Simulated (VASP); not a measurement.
# RbBr (Pm-3m) in VASP: a series of runs

The runs below take RbBr through single point, relaxation of cell and atoms, with LDA, PBEsol, r2SCAN.

All numbers are computed with VASP 6.6.1; they aren't measurements. Logs are shortened: lines on timing, memory, paths and dates and some standing lists are left out, and cuts for length are marked.

## Step 1: The cell of the first run

The structure is cubic, space group Pm-3m (No. 221). The conventional cell has a = 3.968 Å, b = 3.968 Å, c = 3.968 Å, α = 90.00°, β = 90.00°, γ = 90.00°. Rb (site symmetry m-3m) has 8 Br at 3.44 Å and 6 Rb at 3.97 Å within 4.5 Å. Br (site symmetry m-3m) has 8 Rb at 3.44 Å and 6 Br at 3.97 Å within 4.5 Å.

## Step 2: Single point, LDA

The input, INCAR:

```
SYSTEM = RbBr
PREC = Accurate
ENCUT = 520
EDIFF = 1E-6
ISMEAR = -1
SIGMA = 0.02
LREAL = .False.
LASPH = .True.
NELM = 100
ALGO = Normal
ISIF = 2
LWAVE = .False.
LCHARG = .False.
NBANDS = 15
```

The input, KPOINTS:

```
Automatic mesh
0
Gamma
  6 6 6
  0 0 0
```

The input, POSCAR:

```
RbBr
1.0
    3.9676059702      0.0000000000      0.0000000000
    0.0000000000      3.9676059702      0.0000000000
    0.0000000000      0.0000000000      3.9676059702
Rb Br
1 1
Direct
    0.0000000000      0.0000000000      0.0000000000
    0.5000000000      0.5000000000      0.5000000000
```

Potentials or basis: VASP PAW LDA potentials, release 64 (Rb_sv, Br).

Started as:

```
$ cat potpaw_LDA.64/Rb_sv/POTCAR potpaw_LDA.64/Br/POTCAR > POTCAR
$ mpirun -np 1 vasp_std > vasp.out
```

OUTCAR:

```text
SYSTEM = RbBr
   PREC = Accurate
   ENCUT = 520
   EDIFF = 1E-6
   ISMEAR = -1
   LREAL = .False.
   LASPH = .True.
   NELM = 100
   ISIF = 2

 ion  position               nearest neighbor table
   1  0.000  0.000  0.000-   2 3.44   2 3.44   2 3.44   2 3.44   2 3.44   2 3.44   2 3.44   2 3.44

   2  0.500  0.500  0.500-   1 3.44   1 3.44   1 3.44   1 3.44   1 3.44   1 3.44   1 3.44   1 3.44

  LATTYP: Found a simple cubic cell.
 ALAT       =     3.9676059702

  Lattice vectors:

 A1 = (   3.9676059702,   0.0000000000,   0.0000000000)
 A2 = (   0.0000000000,   3.9676059702,   0.0000000000)
 A3 = (   0.0000000000,   0.0000000000,   3.9676059702)

Analysis of symmetry for initial positions (statically):
=====================================================================
 Subroutine PRICEL returns:
 Original cell was already a primitive cell.

 Routine SETGRP: Setting up the symmetry group for a
 simple cubic supercell.

 Subroutine GETGRP returns: Found 48 space group operations
 (whereof 48 operations were pure point group operations)
 out of a pool of 48 trial point group operations.

The static configuration has the point symmetry O_h .

Analysis of symmetry for dynamics (positions and initial velocities):
=====================================================================
 Subroutine PRICEL returns:
 Original cell was already a primitive cell.

 Routine SETGRP: Setting up the symmetry group for a
 simple cubic supercell.

 Subroutine GETGRP returns: Found 48 space group operations
 (whereof 48 operations were pure point group operations)
 out of a pool of 48 trial point group operations.

The dynamic configuration has the point symmetry O_h .

 Subroutine INISYM returns: Found 48 space group operations
 (whereof 48 operations are pure point group operations),
 and found     1 'primitive' translations

----------------------------------------------------------------------------------------

                                     Primitive cell

  volume of cell :      62.4576

  direct lattice vectors                    reciprocal lattice vectors
     3.967605970  0.000000000  0.000000000     0.252041157  0.000000000  0.000000000
     0.000000000  3.967605970  0.000000000     0.000000000  0.252041157  0.000000000
     0.000000000  0.000000000  3.967605970     0.000000000  0.000000000  0.252041157

  length of vectors
     3.967605970  3.967605970  3.967605970     0.252041157  0.252041157  0.252041157

  position of ions in fractional coordinates (direct lattice)
     0.000000000  0.000000000  0.000000000
     0.500000000  0.500000000  0.500000000

  ion indices of the primitive-cell ions
   primitive index   ion index
                 1           1
                 2           2

----------------------------------------------------------------------------------------

 KPOINTS: Automatic mesh

Automatic generation of k-mesh.
 Grid dimensions read from file:
 generate k-points for:    6    6    6

 Generating k-lattice:

  Cartesian coordinates                     Fractional coordinates (reciprocal lattice)
     0.042006860  0.000000000  0.000000000     0.166666667  0.000000000  0.000000000
     0.000000000  0.042006860  0.000000000     0.000000000  0.166666667  0.000000000
     0.000000000  0.000000000  0.042006860     0.000000000  0.000000000  0.166666667

  Length of vectors
     0.042006860  0.042006860  0.042006860

  Shift w.r.t. Gamma in fractional coordinates (k-lattice)
     0.000000000  0.000000000  0.000000000

 Subroutine IBZKPT returns following result:
 ===========================================

 Found     20 irreducible k-points:

 Following reciprocal coordinates:
            Coordinates               Weight
  0.000000  0.000000  0.000000      1.000000
  0.166667  0.000000  0.000000      6.000000
  0.333333  0.000000  0.000000      6.000000
  0.500000  0.000000  0.000000      3.000000
  0.166667  0.166667  0.000000     12.000000
  0.333333  0.166667  0.000000     24.000000
[... 12 lines left out ...]
  0.500000  0.500000  0.333333      6.000000
  0.500000  0.500000  0.500000      1.000000
   k-points           NKPTS =     20   k-points in BZ     NKDIM =     20   number of bands    NBANDS=     15
   number of dos      NEDOS =    301   number of ions     NIONS =      2
   total plane-waves  NPLWV =  27000
   dimension x,y,z NGX =    30 NGY =   30 NGZ =   30
   dimension x,y,z NGXF=    60 NGYF=   60 NGZF=   60
   ions per type =               1   1
   NGX,Y,Z   is equivalent  to a cutoff of  12.57, 12.57, 12.57 a.u.
   NGXF,Y,Z  is equivalent  to a cutoff of  25.14, 25.14, 25.14 a.u.
 SYSTEM =  RbBr
   PREC   = accura    normal or accurate (medium, high low for compatibility)
   ISTART =      0    job   : 0-new  1-cont  2-samecut
   ICHARG =      2    charge: 1-file 2-atom 10-const
   ISPIN  =      1    spin polarized calculation?
   LNONCOLLINEAR =      F non collinear calculations
   LSORBIT =      F    spin-orbit coupling
   LASPH  =      T    aspherical Exc in radial PAW
   ENCUT  =  520.0 eV  38.22 Ry    6.18 a.u.   7.38  7.38  7.38*2*pi/ulx,y,z
   NELM   =    100;   NELMIN=  2; NELMDL= -5     # of ELM steps
   EDIFF  = 0.1E-05   stopping-criterion for ELM
   LREAL  =      F    real-space projection
   EDIFFG = 0.1E-04   stopping-criterion for IOM
   NSW    =      0    number of steps for IOM
   IBRION =     -1    ionic relax: 0-MD 1-quasi-New 2-CG
   NFREE  =      0    steps in history (QN), initial steepest desc. (CG)
   ISIF   =      2    stress and relaxation
   ISYM   =      2    0-nonsym 1-usesym 2-fastsym
   POTIM  = 0.5000    time-step for ionic-motion
   TEBEG  =    0.0;   TEEND  =   0.0 temperature during run
   PSTRESS=    0.0 pullay stress
   NELECT =      16.0000    total number of electrons
   NUPDOWN=      -1.0000    fix difference up-down
   EMIN   =  10.00;   EMAX   =-10.00  energy-range for DOS
   EFERMI =   0.00;   METHOD = LEGACY
   ISMEAR =    -1;   SIGMA  =   0.02  broadening in eV -4-tet -1-fermi 0-gaus
   EFERMI_NEDOS =   21; number of points for ismear=-14 and -15
   IALGO  =     38    algorithm
   IMIX   =      4    mixing-type and parameters
     AMIX     =   0.40;   BMIX     =  1.00
     AMIX_MAG =   1.60;   BMIX_MAG =  1.00
  volume/ion in A,a.u.               =      31.23       210.74
  Fermi-wavevector in a.u.,A,eV,Ry     =   1.039728  1.964800 14.708357  1.081034
  Thomas-Fermi vector in A             =   2.174271
   LORBIT       =      0    0 simple, 1 ext, 2 COOP (PROOUT), +10 PAW based schemes
   GGA     = CA    functional components
   LHFCALC =     F    Hartree Fock is set to
   AEXX    =    0.0000 exact exchange contribution
   IVDW    =     0    specifies the selected vdW correction
   LEPSILON=     F    determine dielectric tensor
   LRPA    =     F    only Hartree local field effects (RPA)
 non-spin polarized calculation
  energy-cutoff  :      520.00
  volume of cell :       62.46
 maximum number of plane-waves:      1743
 NGX is ok and might be reduce to    30
   NGX = 15   NGY = 15   NGZ = 15

 number of electron      15.9999999 magnetization

 Free energy of the ion-electron system (eV)
  ---------------------------------------------------
  ext. energy  EPLUGINS =         0.00000000
  ---------------------------------------------------
  free energy    TOTEN  =        -6.71974479 eV

  energy without entropy =       -6.71974479  energy(sigma->0) =       -6.71974479

 E-fermi :   0.2293     XC(G=0):  -8.9031

 val. band max:       -0.2299292365   @ k =   0.5000   0.5000   0.0000
 cond. band min:       3.8966818095   @ k =   0.0000   0.0000   0.0000
 fundamental gap:      4.1266110460
 Fermi energy:         0.2292806780

 k-point     1 :       0.0000    0.0000    0.0000
  band No.  band energies     occupation
      1     -25.0444      2.00000
      2     -13.0943      2.00000
      3      -9.0672      2.00000
      4      -9.0672      2.00000
      5      -9.0672      2.00000
      6      -0.3857      2.00000
      7      -0.3857      2.00000
      8      -0.3857      2.00000
      9       3.8967      0.00000
     10       4.9034      0.00000
     11       4.9034      0.00000
     12       9.8893      0.00000
     13       9.8893      0.00000
     14       9.8893      0.00000
     15      12.7799      0.00000

 k-point     2 :       0.1667    0.0000    0.0000
  band No.  band energies     occupation
      1     -25.0353      2.00000
      2     -13.0982      2.00000
      3      -9.1154      2.00000
      4      -9.0476      2.00000
      5      -9.0476      2.00000
      6      -1.0336      2.00000
      7      -0.4222      2.00000
      8      -0.4222      2.00000
      9       4.6489      0.00000
     10       5.1338      0.00000
     11       5.6593      0.00000
     12       9.7408      0.00000
     13       9.7408      0.00000
     14      10.0663      0.00000
     15      11.2741      0.00000

 k-point     3 :       0.3333    0.0000    0.0000
  band No.  band energies     occupation
      1     -25.0169      2.00000
      2     -13.1104      2.00000
      3      -9.1929      2.00000
      4      -9.0077      2.00000
      5      -9.0077      2.00000
      6      -1.9787      2.00000
      7      -0.4986      2.00000
      8      -0.4986      2.00000
      9       5.7784      0.00000
     10       6.0966      0.00000
     11       7.2064      0.00000
     12       9.3140      0.00000
     13       9.6973      0.00000
     14       9.6973      0.00000
     15      10.5125      0.00000
[... 271 lines left out ...]
 k-point    19 :       0.5000    0.5000    0.3333
  band No.  band energies     occupation
      1     -24.9521      2.00000
      2     -12.7201      2.00000
      3      -9.4340      2.00000
      4      -9.4340      2.00000
      5      -9.2862      2.00000
      6      -1.8140      2.00000
      7      -1.8140      2.00000
      8      -1.5937      2.00000
      9       6.9748      0.00000
     10       7.8930      0.00000
     11       7.8930      0.00000
     12       8.5918      0.00000
     13      10.0662      0.00000
     14      10.0662      0.00000
     15      12.4762      0.00000

 k-point    20 :       0.5000    0.5000    0.5000
  band No.  band energies     occupation
      1     -24.9444      2.00000
      2     -12.6801      2.00000
      3      -9.3958      2.00000
      4      -9.3958      2.00000
      5      -9.3958      2.00000
      6      -1.9387      2.00000
      7      -1.9387      2.00000
      8      -1.9387      2.00000
      9       8.1537      0.00000
     10       8.1537      0.00000
     11       8.1537      0.00000
     12       9.5476      0.00000
     13       9.5476      0.00000
     14       9.5476      0.00000
     15      12.5563      0.00000

------------------------ aborting loop because EDIFF is reached ----------------------------------------

  FORCE on cell =-STRESS in cart. coord.  units (eV):
  Direction    XX          YY          ZZ          XY          YZ          ZX
  --------------------------------------------------------------------------------------
  -------------------------------------------------------------------------------------
  Total        0.0272534      0.0272534      0.0272534     -0.0000000      0.0000000     -0.0000000
  in kB        0.6991108      0.6991108      0.6991108     -0.0000000      0.0000000     -0.0000000
  external PRESSURE =       0.6991108 kB  Pullay stress =       0.0000000 kB

 VOLUME and BASIS-vectors are now :
 -----------------------------------------------------------------------------
  energy-cutoff  :      520.00
  volume of cell :       62.46
      direct lattice vectors                 reciprocal lattice vectors
     3.967605970  0.000000000  0.000000000     0.252041157  0.000000000  0.000000000
     0.000000000  3.967605970  0.000000000     0.000000000  0.252041157  0.000000000
     0.000000000  0.000000000  3.967605970     0.000000000  0.000000000  0.252041157

 POSITION                                       TOTAL-FORCE (eV/Angst)
 -----------------------------------------------------------------------------------
      0.00000      0.00000      0.00000         0.000000      0.000000      0.000000
      1.98380      1.98380      1.98380         0.000000      0.000000      0.000000
 -----------------------------------------------------------------------------------
    total drift:                                0.000000      0.000000     -0.000000

  FREE ENERGIE OF THE ION-ELECTRON SYSTEM (eV)
  ---------------------------------------------------
  free  energy   TOTEN  =        -6.7197447943 eV

  energy  without entropy=       -6.7197447943  energy(sigma->0) =       -6.71974479
```

Run time: 23 s. Hardware: 1 thread of Intel Xeon 8259CL, shared host; peak memory 0.15 GiB.

Results:

```
Free energy            : -6.7197 eV
Pressure               : 0.1 GPa
Band gap on the k mesh : 4.13 eV (least direct gap 4.28 eV)
```

Levels at points of the mesh, in eV from the valence-band top:
```
           k point  band 6  band 7  band 8  band 9  band 10  band 11
(0.00, 0.00, 0.00)   -0.16   -0.16   -0.16    4.13     5.13     5.13
(0.50, 0.00, 0.00)   -2.14   -0.31   -0.31    6.60     7.37     8.02
(0.50, 0.50, 0.00)   -1.21   -1.21    0.00    5.02     6.05     7.84
(0.50, 0.50, 0.50)   -1.71   -1.71   -1.71    8.38     8.38     8.38
```

A k mesh can miss the band edges.

[end of part 1 of 2]
